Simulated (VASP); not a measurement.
Write the native input for VASP 6.6.1 that does the following.

```
Task                   : relaxation of cell and atoms
Functional             : r2SCAN
Potentials or basis    : VASP PAW PBE potentials, release 64 (Ta_pv, O)
Cutoff                 : 660 eV
k mesh                 : 6 × 6 × 6
Occupations            : gaussian, width 0.1 eV
Spin                   : no spin polarisation
Target pressure        : 20 GPa
Dipole correction      : no
Further INCAR settings : ALGO = Normal; EDIFF = 1e-07; IBRION = 2; EDIFFG = -0.03; NSW = 80; ISIF = 3
```

Crystal: TaO.

```xyz
2
Lattice="0.0000 2.3650 2.3650 2.3650 0.0000 2.3650 2.3650 2.3650 0.0000" Properties=species:S:1:pos:R:3 pbc="T T T"
Ta    0.0000    0.0000    0.0000
O     1.1825    1.1825    1.1825
```

The input as run:

POSCAR

```
TaO
1.0
    0.0000000000      2.3650000000      2.3650000000
    2.3650000000      0.0000000000      2.3650000000
    2.3650000000      2.3650000000      0.0000000000
Ta O
1 1
Direct
    0.0000000000      0.0000000000      0.0000000000
    0.2500000000      0.2500000000      0.2500000000
```

INCAR.step1

```
SYSTEM = TaO
PREC = Accurate
ENCUT = 660
ISMEAR = 0
SIGMA = 0.1
LREAL = .FALSE.
LASPH = .TRUE.
NELM = 120
GGA = PE
ALGO = Normal
EDIFF = 1E-5
LWAVE = .TRUE.
LCHARG = .FALSE.
GGA_COMPAT = .FALSE.
IBRION = 2
ISIF = 3
EDIFFG = -0.005
NELMIN = 4
NSW = 100
```

INCAR.step2

```
SYSTEM = TaO
PREC = Accurate
ENCUT = 660
EDIFF = 1E-7
ISMEAR = 0
SIGMA = 0.1
LREAL = .FALSE.
LASPH = .TRUE.
NELM = 120
ALGO = Normal
ISIF = 3
LWAVE = .FALSE.
LCHARG = .FALSE.
METAGGA = R2SCAN
LMIXTAU = .TRUE.
IBRION = 2
NSW = 80
EDIFFG = -0.03
PSTRESS = 200.0
ISTART = 1
GGA_COMPAT = .FALSE.
NELMIN = 4
```

KPOINTS

```
regular mesh
0
G
  6 6 6
  0 0 0
```

Potentials or basis: VASP PAW PBE potentials, release 64 (Ta_pv, O).

Run with:

```bash
$ cat potpaw_PBE.64/Ta_pv/POTCAR potpaw_PBE.64/O/POTCAR > POTCAR
$ cp INCAR.step1 INCAR
$ mpirun -np 1 vasp_std > vasp.out
$ cp INCAR.step2 INCAR
$ mpirun -np 1 vasp_std > vasp.out
```

It gave:

```yaml
Relaxed_volume: 12.64 Å³/atom
Relaxed_cell: a = 3.294 Å, b = 3.294 Å, c = 3.294 Å, α = 60.00°, β = 60.00°, γ = 60.00°
Space_group_after_relaxing_to_0.1_Å: F-43m (No. 216)
Energy_change_on_relaxing_the_run_minimises_the_enthalpy: +47.9 meV/atom
Ionic_steps: 4
Pressure_after_relaxing: 19.9 GPa
Band_gap_on_the_k_mesh: zero (an odd number of electrons rules out a gap without spin polarisation)
```

Caveat: the k points lie up to 0.39 Å⁻¹ apart in the final cell, too coarse for converged energies and pressures of a metal; the cell is relaxed towards a set pressure, so the run minimises the enthalpy, not the energy; the PAW data sets were made with another functional, which shifts forces and pressure a little; spin-orbit coupling is left out, which moves the levels of the heavy elements; an odd number of electrons without spin polarisation forces a metal; a magnetic or distorted state may lie lower.

Run time: 72 s on 1 thread of Intel(R) Xeon(R) 6975P-C (Granite Rapids) (shared host), peak memory 0.17 GiB.
